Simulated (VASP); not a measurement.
Wanted: the native input for a VASP 6.6.1 run.

```yaml
Task: single point
Functional: LDA
Potentials_or_basis: VASP PAW LDA potentials, release 64 (Zr_sv, B)
Cutoff: 520 eV
k_mesh: 18 × 18 × 12
Occupations: gaussian, width 0.15 eV
Spin: no spin polarisation
Dipole_correction: no
Further_INCAR_settings: ALGO = Normal; EDIFF = 1e-06; NBANDS = 16
```

The structure of ZrB2 lies in POSCAR:

```
ZrB2
1.0
    3.1496484723      0.0000000000      0.0000000000
   -1.5748242362      2.7276755900      0.0000000000
    0.0000000000      0.0000000000      3.7272940021
Zr B
1 2
Direct
    0.0000000000      0.0000000000      0.0000000000
    0.3333333333      0.6666666667      0.5000000000
    0.6666666667      0.3333333333      0.5000000000
```

This cell differs from its parent crystal: volume 10.674 Å^3 an atom, c/a of the conventional cell 1.1834.

These files were run (other wordings do the same):

INCAR

```
SYSTEM = ZrB2
PREC = Accurate
ENCUT = 520
EDIFF = 1E-6
ISMEAR = 0
SIGMA = 0.15
LREAL = .FALSE.
LASPH = .TRUE.
NELM = 100
ALGO = Normal
ISIF = 2
LWAVE = .FALSE.
LCHARG = .FALSE.
NBANDS = 16
```

KPOINTS

```
Automatic mesh
0
G
  18 18 12
  0 0 0
```

Potentials or basis: VASP PAW LDA potentials, release 64 (Zr_sv, B).

Command:

```console
$ cat potpaw_LDA.64/Zr_sv/POTCAR potpaw_LDA.64/B/POTCAR > POTCAR
$ mpirun -np 1 vasp_std > vasp.out
```

Results of the run:

```yaml
Pressure: -15.7 GPa
Band_gap_on_the_k_mesh: zero (band 9 reaches 10.73 eV, above the bottom of band 10 at 9.34 eV)
```

Wall time 35 s on 1 thread of Intel(R) Xeon(R) 6975P-C (Granite Rapids), on a shared host, peak memory 0.23 GiB.
